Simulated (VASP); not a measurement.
Si16C (a cell with a defect): single point with PBE

Si16C (a cell with a defect):

```
Si C
1.0
     0.00000    5.43000    5.43000
     5.43000    0.00000    5.43000
     5.43000    5.43000    0.00000
Si C
16 1
Direct
  0.01416 0.97521 0.99364
  0.13805 0.06758 0.15085
  0.98390 0.99859 0.51682
  0.12155 0.13106 0.61942
  0.01544 0.43002 0.05788
  0.17095 0.59932 0.09242
  0.99728 0.50418 0.46305
  0.04971 0.63432 0.64811
  0.49543 0.04029 0.98751
  0.63965 0.13333 0.11919
  0.49619 0.00901 0.49217
  0.61009 0.14819 0.61376
  0.57960 0.49927 0.95218
  0.59282 0.67806 0.11446
  0.45659 0.52209 0.49745
  0.62030 0.63657 0.59089
  0.83343 0.55043 0.90890
```

```json
{
 "Program": "VASP 6.6.1",
 "Task": "single point",
 "Functional": "PBE",
 "Potentials or basis": "VASP PAW PBE potentials, release 64 (Si, C)",
 "Cutoff": "520 eV",
 "k mesh": "2 × 2 × 2",
 "Occupations": "gaussian, width 0.02 eV",
 "Spin": "collinear spin",
 "Starting moments": "[0.0, 0.0, 0.0, 0.0, 0.0, 0.0, 0.0, 0.0, 0.0, 0.0, 0.0, 0.0, 0.0, 0.0, 0.0, 0.0, 1.0] μB"
}
```

```
Pressure                                              : 2.6 GPa
Largest force                                         : 0.023 eV/Å
Band gap on the k mesh                                : 0.24 eV
Net moment                                            : 0.00 μB per cell
Valence electrons inside the program's atomic spheres : Si 1.68, 1.72, 1.70, 1.69, 1.67, 1.64, 1.65 (each value once); C 2.45
```

Forces on the atoms (eV/Å):
```
Si   0.002  0.002  0.002
Si   0.006  0.006  0.003
Si  -0.001  0.000 -0.003
Si  -0.007 -0.003 -0.001
Si   0.003  0.023 -0.005
Si  -0.002 -0.001 -0.001
Si   0.006  0.001 -0.001
Si   0.002 -0.014  0.002
Si   0.002 -0.007 -0.004
Si   0.006 -0.006  0.001
Si  -0.001  0.006 -0.001
Si  -0.003  0.001  0.002
Si  -0.009 -0.005 -0.005
Si   0.004 -0.003 -0.004
Si  -0.003  0.009  0.004
Si   0.001 -0.001 -0.001
C   -0.004 -0.010  0.011
```

Stress tensor (GPa, compression positive):
```
 2.44 -0.57  1.82
-0.57  3.88 -1.13
 1.82 -1.13  1.49
```

Levels at points of the mesh, in eV from the valence-band top:
Spin up:
| k point | band 31 | band 32 | band 33 | band 34 | band 35 | band 36 | band 37 | band 38 |
| --- | --- | --- | --- | --- | --- | --- | --- | --- |
| (0.00, 0.00, 0.00) | -0.87 | -0.53 | -0.49 | -0.09 | 0.24 | 0.35 | 0.62 | 0.77 |
| (0.50, 0.00, 0.00) | -1.18 | -1.09 | -0.85 | -0.72 | 0.78 | 1.20 | 1.24 | 1.37 |
| (0.00, 0.50, 0.00) | -1.03 | -0.99 | -0.34 | -0.23 | 0.67 | 0.96 | 1.23 | 1.35 |
| (0.00, 0.00, 0.50) | -1.04 | -0.97 | -0.50 | -0.45 | 0.66 | 1.22 | 1.29 | 1.37 |
| (0.50, 0.50, 0.50) | -1.08 | -0.96 | -0.67 | -0.09 | 0.68 | 1.06 | 1.33 | 1.42 |
| (0.50, 0.50, 0.00) | -1.57 | -1.34 | -0.85 | -0.47 | 0.85 | 1.37 | 1.62 | 2.04 |
| (0.00, 0.50, 0.50) | -1.42 | -1.38 | -0.87 | -0.23 | 0.70 | 1.17 | 1.56 | 2.01 |
| (0.50, 0.00, 0.50) | -1.50 | -1.38 | -0.70 | 0.00 | 0.65 | 1.12 | 1.55 | 1.98 |
Spin down:
| k point | band 30 | band 31 | band 32 | band 33 | band 34 | band 35 | band 36 | band 37 | band 38 | band 39 |
| --- | --- | --- | --- | --- | --- | --- | --- | --- | --- | --- |
| (0.00, 0.00, 0.00) | -0.99 | -0.87 | -0.53 | -0.49 | -0.09 | 0.24 | 0.35 | 0.62 | 0.77 | 1.00 |
| (0.50, 0.00, 0.00) | -1.21 | -1.18 | -1.09 | -0.85 | -0.72 | 0.78 | 1.20 | 1.24 | 1.37 | 1.60 |
| (0.00, 0.50, 0.00) | -1.42 | -1.03 | -0.99 | -0.34 | -0.23 | 0.67 | 0.96 | 1.23 | 1.35 | 1.62 |
| (0.00, 0.00, 0.50) | -1.42 | -1.04 | -0.97 | -0.50 | -0.45 | 0.66 | 1.22 | 1.29 | 1.37 | 1.48 |
| (0.50, 0.50, 0.50) | -1.53 | -1.08 | -0.96 | -0.67 | -0.09 | 0.68 | 1.06 | 1.33 | 1.42 | 1.45 |
| (0.50, 0.50, 0.00) | -1.85 | -1.57 | -1.34 | -0.85 | -0.47 | 0.85 | 1.37 | 1.62 | 2.04 | 2.36 |
| (0.00, 0.50, 0.50) | -1.69 | -1.42 | -1.38 | -0.87 | -0.23 | 0.70 | 1.17 | 1.56 | 2.01 | 2.22 |
| (0.50, 0.00, 0.50) | -1.63 | -1.50 | -1.38 | -0.70 | 0.00 | 0.65 | 1.12 | 1.55 | 1.98 | 2.15 |

Run time: 8.9 min on 1 thread of AMD EPYC 7R13 Processor (Zen 3), with other jobs on the host, peak memory 0.68 GiB.

Caveat: the k points lie up to 0.50 Å⁻¹ apart.
